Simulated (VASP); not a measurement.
# TiAl3 (I4mm) in VASP: a series of runs

The runs below take TiAl3 through single point, with PBE.

Program: VASP 6.6.1. These are calculated values, not measurements. Logs are shortened: lines on timing, memory, paths and dates and some standing lists are left out, and cuts for length are marked.

**1. The cell of the first run**

It takes space group I4mm (No. 107, tetragonal). The conventional cell has a = 3.845 Å, b = 3.845 Å, c = 8.623 Å, α = 90.00°, β = 90.00°, γ = 90.00°. Within 3.6 Å of Ti (site symmetry 4mm) lie 12 Al at 2.72 to 2.91 Å. Within 3.6 Å of Al (site symmetry 4mm) lie 4 Ti at 2.72 Å and 8 Al at 2.84 to 2.93 Å. Within 3.6 Å of Al (site symmetry 2mm) lie 8 Al at 2.72 to 2.93 Å and 4 Ti at 2.87 to 2.91 Å.

**2. Single point, PBE (atoms displaced along a vibrational mode)**

Contents of INCAR:

```
  PREC = Accurate
  ENCUT = 520
  EDIFF = 1E-6
  ISMEAR = 0
  SIGMA = 0.15
  LREAL = F
  LASPH = T
  NELM = 80
  ALGO = Fast
  ISIF = 2
  LWAVE = F
  LCHARG = T
  GGA = PE
  LELF = T
  LVHAR = T
  NBANDS = 18
```

Contents of KPOINTS:

```
Automatic mesh
0
Gamma
  18 18 18
```

Contents of POSCAR:

```
TiAl3
1.0
   -1.9226734293      1.9226734293      4.3114047961
    1.9226734293     -1.9226734293      4.3114047961
    1.9226734293      1.9226734293     -4.3114047961
Ti Al
1 3
Direct
    0.0037793501      0.0037793501      0.0000000000
    0.4930417111      0.4930417111      0.0000000000
    0.7501267383      0.2501267383      0.5000000000
    0.2501267383      0.7501267383      0.5000000000
```

Potentials or basis: VASP PAW PBE potentials, release 64 (Ti_sv, Al).

Command:

```sh
cat potpaw_PBE.64/Ti_sv/POTCAR potpaw_PBE.64/Al/POTCAR > POTCAR
mpirun -np 1 vasp_std > vasp.out
```

OUTCAR:

```text
PREC = Accurate
   ENCUT = 520
   EDIFF = 1E-6
   ISMEAR = 0
   LREAL = F
   LASPH = T
   NELM = 80
   ISIF = 2
   GGA = PE

 ion  position               nearest neighbor table
   1  0.004  0.004  0.000-   2 2.72   2 2.72   2 2.72   2 2.72   4 2.87   4 2.87   3 2.87   3 2.87
                             4 2.91   3 2.91   4 2.91   3 2.91
   2  0.493  0.493  0.000-   1 2.72   1 2.72   1 2.72   1 2.72   4 2.84   3 2.84   4 2.84   3 2.84
                             3 2.93   4 2.93   3 2.93   4 2.93
   3  0.750  0.250  0.500-   4 2.72   4 2.72   4 2.72   4 2.72   2 2.84   2 2.84   1 2.87   1 2.87
                             1 2.91   1 2.91   2 2.93   2 2.93
   4  0.250  0.750  0.500-   3 2.72   3 2.72   3 2.72   3 2.72   2 2.84   2 2.84   1 2.87   1 2.87
                             1 2.91   1 2.91   2 2.93   2 2.93

  LATTYP: Found a body centered tetragonal cell.
 ALAT       =     3.8453468586
 C/A-ratio  =     2.2424009873

  Lattice vectors:

 A1 = (  -1.9226734293,   1.9226734293,   4.3114047961)
 A2 = (   1.9226734293,  -1.9226734293,   4.3114047961)
 A3 = (   1.9226734293,   1.9226734293,  -4.3114047961)

Analysis of symmetry for initial positions (statically):
=====================================================================
 Subroutine PRICEL returns:
 Original cell was already a primitive cell.

 Routine SETGRP: Setting up the symmetry group for a
 body centered tetragonal supercell.

 Subroutine GETGRP returns: Found  8 space group operations
 (whereof  8 operations were pure point group operations)
 out of a pool of 16 trial point group operations.

The static configuration has the point symmetry C_4v.

Analysis of symmetry for dynamics (positions and initial velocities):
=====================================================================
 Subroutine PRICEL returns:
 Original cell was already a primitive cell.

 Routine SETGRP: Setting up the symmetry group for a
 body centered tetragonal supercell.

 Subroutine GETGRP returns: Found  8 space group operations
 (whereof  8 operations were pure point group operations)
 out of a pool of 16 trial point group operations.

The dynamic configuration has the point symmetry C_4v.

 Subroutine INISYM returns: Found  8 space group operations
 (whereof  8 operations are pure point group operations),
 and found     1 'primitive' translations

----------------------------------------------------------------------------------------

                                     Primitive cell

  volume of cell :      63.7514

  direct lattice vectors                    reciprocal lattice vectors
    -1.922673429  1.922673429  4.311404796     0.000000000  0.260054564  0.115971481
     1.922673429 -1.922673429  4.311404796     0.260054564  0.000000000  0.115971481
     1.922673429  1.922673429 -4.311404796     0.260054564  0.260054564  0.000000000

  length of vectors
     5.097210762  5.097210762  5.097210762     0.284741568  0.284741568  0.367772691

  position of ions in fractional coordinates (direct lattice)
     0.003779350  0.003779350  0.000000000
     0.493041711  0.493041711  0.000000000
     0.750126738  0.250126738  0.500000000
     0.250126738  0.750126738  0.500000000

  ion indices of the primitive-cell ions
   primitive index   ion index
                 1           1
                 2           2
                 3           3
                 4           4

----------------------------------------------------------------------------------------

 KPOINTS: Automatic mesh

Automatic generation of k-mesh.
 Grid dimensions read from file:
 generate k-points for:   18   18   18

 Generating k-lattice:

  Cartesian coordinates                     Fractional coordinates (reciprocal lattice)
     0.000000000  0.014447476  0.006442860     0.055555556  0.000000000 -0.000000000
     0.014447476  0.000000000  0.006442860     0.000000000  0.055555556 -0.000000000
     0.014447476  0.014447476  0.000000000     0.000000000  0.000000000  0.055555556

  Length of vectors
     0.015818976  0.015818976  0.020431816

  Shift w.r.t. Gamma in fractional coordinates (k-lattice)
     0.000000000  0.000000000  0.000000000

 Subroutine IBZKPT returns following result:
 ===========================================

 Found    480 irreducible k-points:

 Following reciprocal coordinates:
            Coordinates               Weight
  0.000000  0.000000  0.000000      1.000000
  0.055556 -0.000000  0.000000      8.000000
  0.111111 -0.000000  0.000000      8.000000
  0.166667  0.000000  0.000000      8.000000
  0.222222  0.000000 -0.000000      8.000000
  0.277778 -0.000000  0.000000      8.000000
[... 16 lines left out ...]
 -0.277778  0.055556 -0.000000     16.000000
 -0.222222  0.055556  0.000000     16.000000
 [... further k-points ...]
   k-points           NKPTS =    480   k-points in BZ     NKDIM =    480   number of bands    NBANDS=     18
   number of dos      NEDOS =    301   number of ions     NIONS =      4
   total plane-waves  NPLWV =  64000
   dimension x,y,z NGX =    40 NGY =   40 NGZ =   40
   dimension x,y,z NGXF=    80 NGYF=   80 NGZF=   80
   ions per type =               1   3
   NGX,Y,Z   is equivalent  to a cutoff of  13.05, 13.05, 13.05 a.u.
   NGXF,Y,Z  is equivalent  to a cutoff of  26.09, 26.09, 26.09 a.u.
 SYSTEM =  unknown system
   PREC   = accura    normal or accurate (medium, high low for compatibility)
   ISTART =      0    job   : 0-new  1-cont  2-samecut
   ICHARG =      2    charge: 1-file 2-atom 10-const
   ISPIN  =      1    spin polarized calculation?
   LNONCOLLINEAR =      F non collinear calculations
   LSORBIT =      F    spin-orbit coupling
   LASPH  =      T    aspherical Exc in radial PAW
   ENCUT  =  520.0 eV  38.22 Ry    6.18 a.u.   9.48  9.48  9.48*2*pi/ulx,y,z
   NELM   =     80;   NELMIN=  2; NELMDL= -5     # of ELM steps
   EDIFF  = 0.1E-05   stopping-criterion for ELM
   LREAL  =      F    real-space projection
   EDIFFG = 0.1E-04   stopping-criterion for IOM
   NSW    =      0    number of steps for IOM
   IBRION =     -1    ionic relax: 0-MD 1-quasi-New 2-CG
   NFREE  =      0    steps in history (QN), initial steepest desc. (CG)
   ISIF   =      2    stress and relaxation
   ISYM   =      2    0-nonsym 1-usesym 2-fastsym
   POTIM  = 0.5000    time-step for ionic-motion
   TEBEG  =    0.0;   TEEND  =   0.0 temperature during run
   PSTRESS=    0.0 pullay stress
   NELECT =      21.0000    total number of electrons
   NUPDOWN=      -1.0000    fix difference up-down
   EMIN   =  10.00;   EMAX   =-10.00  energy-range for DOS
   EFERMI =   0.00;   METHOD = LEGACY
   ISMEAR =     0;   SIGMA  =   0.15  broadening in eV -4-tet -1-fermi 0-gaus
   EFERMI_NEDOS =   21; number of points for ismear=-14 and -15
   IALGO  =     68    algorithm
   IMIX   =      4    mixing-type and parameters
     AMIX     =   0.40;   BMIX     =  1.00
     AMIX_MAG =   1.60;   BMIX_MAG =  1.00
  volume/ion in A,a.u.               =      15.94       107.55
  Fermi-wavevector in a.u.,A,eV,Ry     =   1.130623  2.136568 17.392455  1.278309
  Thomas-Fermi vector in A             =   2.267320
   LORBIT       =      0    0 simple, 1 ext, 2 COOP (PROOUT), +10 PAW based schemes
   GGA     = PE    functional components
   LHFCALC =     F    Hartree Fock is set to
   AEXX    =    0.0000 exact exchange contribution
   IVDW    =     0    specifies the selected vdW correction
   LEPSILON=     F    determine dielectric tensor
   LRPA    =     F    only Hartree local field effects (RPA)
 non-spin polarized calculation
 RMM-DIIS sequential band-by-band and
 Gauss-broadening in eV      SIGMA  =   0.15
  energy-cutoff  :      520.00
  volume of cell :       63.75
 maximum number of plane-waves:      1752
 NGX is ok and might be reduce to    40
   NGX = 19   NGY = 19   NGZ = 19

 number of electron      21.0000000 magnetization

 Free energy of the ion-electron system (eV)
  ---------------------------------------------------
  ext. energy  EPLUGINS =         0.00000000
  ---------------------------------------------------
  free energy    TOTEN  =       -20.66049321 eV

  energy without entropy =      -20.64089857  energy(sigma->0) =      -20.65069589

 E-fermi :   8.1738     XC(G=0): -10.7171

 val. band max:        8.1698834386   @ k =  -0.3333  -0.3333   0.0556
 cond. band min:       8.1752353015   @ k =  -0.2222   0.5000   0.0556
 fundamental gap:      0.0053518629
 Fermi energy:         8.1738340380

 k-point     1 :       0.0000    0.0000    0.0000
  band No.  band energies     occupation
      1     -48.3315      2.00000
      2     -24.6435      2.00000
      3     -24.6435      2.00000
      4     -24.5661      2.00000
      5      -1.8606      2.00000
      6       5.3087      2.00000
[... 10 lines left out ...]
     17      11.9042      0.00000
     18      11.9060      0.00000

 k-point     2 :       0.0556   -0.0000    0.0000
  band No.  band energies     occupation
      1     -48.3315      2.00000
      2     -24.6442      2.00000
      3     -24.6434      2.00000
      4     -24.5660      2.00000
      5      -1.8224      2.00000
      6       5.0907      2.00000
[... 10 lines left out ...]
     17      11.9170      0.00000
     18      12.1492      0.00000

 k-point     3 :       0.1111   -0.0000    0.0000
  band No.  band energies     occupation
      1     -48.3314      2.00000
      2     -24.6465      2.00000
      3     -24.6433      2.00000
      4     -24.5659      2.00000
      5      -1.7084      2.00000
      6       4.7987      2.00000
[... 10 lines left out ...]
     17      11.9618      0.00000
     18      12.7283      0.00000

 k-point     4 :       0.1667    0.0000    0.0000
  band No.  band energies     occupation
      1     -48.3312      2.00000
      2     -24.6499      2.00000
      3     -24.6430      2.00000
      4     -24.5657      2.00000
      5      -1.5195      2.00000
      6       4.4994      2.00000
[... 375 lines left out ...]
      4     -24.5650      2.00000
      5      -0.5586      2.00000
      6       3.1570      2.00000
[... 10 lines left out ...]
     17      12.8835      0.00000
     18      13.2120      0.00000

 k-point    23 :      -0.2778    0.0556   -0.0000
  band No.  band energies     occupation
      1     -48.3308      2.00000
      2     -24.6585      2.00000
      3     -24.6432      2.00000
      4     -24.5652      2.00000
      5      -0.9476      2.00000
      6       3.8026      2.00000
[... 10 lines left out ...]
     17      12.4137      0.00000
     18      13.2776      0.00000

 k-point    24 :      -0.2222    0.0556    0.0000
  band No.  band energies     occupation
      1     -48.3310      2.00000
      2     -24.6540      2.00000
      3     -24.6435      2.00000
      4     -24.5654      2.00000
      5      -1.2688      2.00000
      6       4.3662      2.00000
[... 10 lines left out ...]
     17      12.3630      0.00000
     18      13.5424      0.00000

 [... further k-points ...]

------------------------ aborting loop because EDIFF is reached ----------------------------------------

  FORCE on cell =-STRESS in cart. coord.  units (eV):
  Direction    XX          YY          ZZ          XY          YZ          ZX
  --------------------------------------------------------------------------------------
  -------------------------------------------------------------------------------------
  Total       -0.0034064     -0.0034064     -0.0326047      0.0000000     -0.0000000      0.0000000
  in kB       -0.0856074     -0.0856074     -0.8194090      0.0000000     -0.0000000      0.0000000
  external PRESSURE =      -0.3302079 kB  Pullay stress =       0.0000000 kB

 VOLUME and BASIS-vectors are now :
 -----------------------------------------------------------------------------
  energy-cutoff  :      520.00
  volume of cell :       63.75
      direct lattice vectors                 reciprocal lattice vectors
    -1.922673429  1.922673429  4.311404796     0.000000000  0.260054564  0.115971481
     1.922673429 -1.922673429  4.311404796     0.260054564  0.000000000  0.115971481
     1.922673429  1.922673429 -4.311404796     0.260054564  0.260054564  0.000000000

 POSITION                                       TOTAL-FORCE (eV/Angst)
 -----------------------------------------------------------------------------------
      0.00000      0.00000      0.03259        -0.000000     -0.000000     -0.219914
      0.00000      0.00000      4.25140        -0.000000     -0.000000      0.228511
      0.00000      1.92267      2.15680         0.000000      0.000000     -0.004299
      1.92267      0.00000      2.15680         0.000000      0.000000     -0.004299
 -----------------------------------------------------------------------------------
    total drift:                                0.000000      0.000000      0.000264

  FREE ENERGIE OF THE ION-ELECTRON SYSTEM (eV)
  ---------------------------------------------------
  free  energy   TOTEN  =       -20.6604932139 eV

  energy  without entropy=      -20.6408985664  energy(sigma->0) =      -20.65069589
```

Wall time 48 min (1 thread of AMD EPYC 7R43 (Zen 3), shared host); peak memory 0.62 GiB.

Results:

* Free energy: -20.6605 eV
* Pressure: 0.0 GPa
* Largest force: 0.229 eV/Å
* Band gap on the k mesh: zero (an odd number of electrons rules out a gap without spin polarisation)

Forces on the atoms (eV/Å):
```
Ti   0.000  0.000 -0.220
Al   0.000  0.000  0.229
Al   0.000  0.000 -0.004
Al   0.000  0.000 -0.004
```

Levels at points of the mesh, in eV from the Fermi level:
```csv
k point,band 7,band 8,band 9,band 10,band 11,band 12,band 13,band 14,band 15,band 16
"(0.00, 0.00, 0.00)",-2.61,-1.37,-1.22,-1.22,0.82,1.72,1.72,2.23,2.34,3.70
"(0.50, 0.00, 0.00)",-3.57,-2.97,-1.04,-0.25,0.50,1.78,2.05,2.66,3.14,4.40
"(0.50, 0.50, 0.00)",-4.37,-3.73,-2.69,-2.20,-0.98,1.74,1.91,2.63,2.81,3.11
"(0.50, 0.50, 0.50)",-1.97,-0.94,-0.94,-0.23,0.70,0.70,0.94,3.04,4.59,6.04
```

Caveat: the cell differs from its parent crystal (atoms displaced along a vibrational mode).

**3. Single point, PBE (atoms displaced along a vibrational mode)**

Contents of INCAR:

```
ALGO = Fast
EDIFF = 1E-7
ENCUT = 520
GGA = PE
ISIF = 2
ISMEAR = 0
LASPH = T
LCHARG = T
LELF = T
LREAL = F
LVHAR = T
LWAVE = F
NBANDS = 18
NELM = 80
PREC = Accurate
SIGMA = 0.15
```

Contents of KPOINTS:

```
k-points
0
Gamma
  18 18 18
```

Contents of POSCAR:

```
TiAl3
1.0
   -1.9226734293      1.9226734293      4.3114047961
    1.9226734293     -1.9226734293      4.3114047961
    1.9226734293      1.9226734293     -4.3114047961
Ti Al
1 3
Direct
   -0.0018896750     -0.0018896750      0.0000000000
    0.5034791444      0.5034791444      0.0000000000
    0.7499366308      0.2499366308      0.5000000000
    0.2499366308      0.7499366308      0.5000000000
```

Potentials or basis: VASP PAW PBE potentials, release 64 (Ti_sv, Al).

Command:

```sh
cat potpaw_PBE.64/Ti_sv/POTCAR potpaw_PBE.64/Al/POTCAR > POTCAR
mpirun -np 1 vasp_std > vasp.out
```

It took 26 min on 1 thread of AMD EPYC 9R45 (Zen 5), shared host; peak memory 0.62 GiB.

The run converged. Its results:

* Free energy: -20.6683 eV
* Pressure: 0.0 GPa
* Largest force: 0.114 eV/Å
* Band gap on the k mesh: zero (an odd number of electrons rules out a gap without spin polarisation)

Forces in eV/Å, atoms in the order of the input:
```
Ti   0.000  0.000  0.110
Al   0.000  0.000 -0.114
Al   0.000  0.000  0.002
Al   0.000  0.000  0.002
```

Stress tensor (GPa, compression positive):
```
 0.03  0.00  0.00
 0.00  0.03  0.00
 0.00  0.00 -0.07
```

Levels at points of the mesh, in eV from the Fermi level:
| k point | band 7 | band 8 | band 9 | band 10 | band 11 | band 12 | band 13 | band 14 | band 15 | band 16 |
| --- | --- | --- | --- | --- | --- | --- | --- | --- | --- | --- |
| (0.00, 0.00, 0.00) | -2.62 | -1.37 | -1.22 | -1.22 | 0.82 | 1.71 | 1.71 | 2.23 | 2.35 | 3.71 |
| (0.50, 0.00, 0.00) | -3.58 | -2.97 | -1.05 | -0.26 | 0.50 | 1.78 | 2.06 | 2.67 | 3.13 | 4.41 |
| (0.50, 0.50, 0.00) | -4.37 | -3.73 | -2.70 | -2.20 | -0.98 | 1.73 | 1.91 | 2.65 | 2.79 | 3.11 |
| (0.50, 0.50, 0.50) | -1.97 | -0.93 | -0.93 | -0.23 | 0.70 | 0.70 | 0.93 | 3.04 | 4.60 | 6.02 |

Caveat: the cell differs from its parent crystal (atoms displaced along a vibrational mode).

**4. Single point, PBE (atoms displaced along a vibrational mode)**

Contents of INCAR:

```
PREC = Accurate ; ENCUT = 520
EDIFF = 1E-6 ; ISMEAR = 0
SIGMA = 0.15 ; LREAL = False
LASPH = True ; NELM = 60
ALGO = Fast ; ISIF = 2
LWAVE = False ; LCHARG = False
GGA = PE ; NBANDS = 18
```

Contents of KPOINTS:

```
Automatic mesh
0
Gamma
  18 18 18
```

Contents of POSCAR:

```
TiAl3
1.0
   -1.9226734293      1.9226734293      4.3114047961
    1.9226734293     -1.9226734293      4.3114047961
    1.9226734293      1.9226734293     -4.3114047961
Ti Al
1 3
Direct
   -0.0047241876     -0.0047241876      0.0000000000
    0.5086978611      0.5086978611      0.0000000000
    0.7498415771      0.2498415771      0.5000000000
    0.2498415771      0.7498415771      0.5000000000
```

Command:

```sh
cat potpaw_PBE.64/Ti_sv/POTCAR potpaw_PBE.64/Al/POTCAR > POTCAR
mpirun -np 1 vasp_std > vasp.out
```

Wall time 16 min (1 thread of AMD EPYC 9R45 (Zen 5), shared host); peak memory 0.62 GiB.

It converged, with:

```yaml
Free_energy: -20.6546 eV
Pressure: 0.0 GPa
Largest_force: 0.287 eV/Å
Band_gap_on_the_k_mesh: zero (an odd number of electrons rules out a gap without spin polarisation)
```

Forces in eV/Å, atoms in the order of the input:
```
Ti   0.000  0.000  0.275
Al   0.000  0.000 -0.287
Al   0.000  0.000  0.006
Al   0.000  0.000  0.006
```

Levels at points of the mesh, in eV from the Fermi level:
| k point | band 7 | band 8 | band 9 | band 10 | band 11 | band 12 | band 13 | band 14 | band 15 | band 16 |
| --- | --- | --- | --- | --- | --- | --- | --- | --- | --- | --- |
| (0.00, 0.00, 0.00) | -2.60 | -1.37 | -1.22 | -1.22 | 0.82 | 1.72 | 1.72 | 2.22 | 2.34 | 3.70 |
| (0.50, 0.00, 0.00) | -3.57 | -2.97 | -1.04 | -0.25 | 0.49 | 1.78 | 2.05 | 2.65 | 3.14 | 4.40 |
| (0.50, 0.50, 0.00) | -4.38 | -3.73 | -2.69 | -2.20 | -0.98 | 1.74 | 1.91 | 2.62 | 2.83 | 3.11 |
| (0.50, 0.50, 0.50) | -1.97 | -0.94 | -0.94 | -0.23 | 0.70 | 0.70 | 0.94 | 3.04 | 4.58 | 6.03 |

Caveat: the cell differs from its parent crystal (atoms displaced along a vibrational mode).

**5. The runs side by side**

| cell | further INCAR settings | gap on the mesh (eV) | pressure (GPa) | largest force (eV/Å) |
| --- | --- | --- | --- | --- |
| as given, atomic positions A | ALGO = Fast; EDIFF = 1e-06; NBANDS = 18 | none | 0.0 | 0.23 |
| as given, atomic positions B | ALGO = Fast; EDIFF = 1e-07; NBANDS = 18 | none | 0.0 | 0.11 |
| as given, atomic positions C | ALGO = Fast; EDIFF = 1e-06; NBANDS = 18 | none | 0.0 | 0.29 |

Alike in all rows: task single point; level PBE; potentials or basis VASP PAW PBE potentials, release 64 (Ti_sv, Al); no spin polarisation; k mesh 18 × 18 × 18; cutoff (eV) 520; smearing gaussian 0.15 eV.

Total energies depend on the potentials used, so only differences within one code and one set of settings carry meaning.
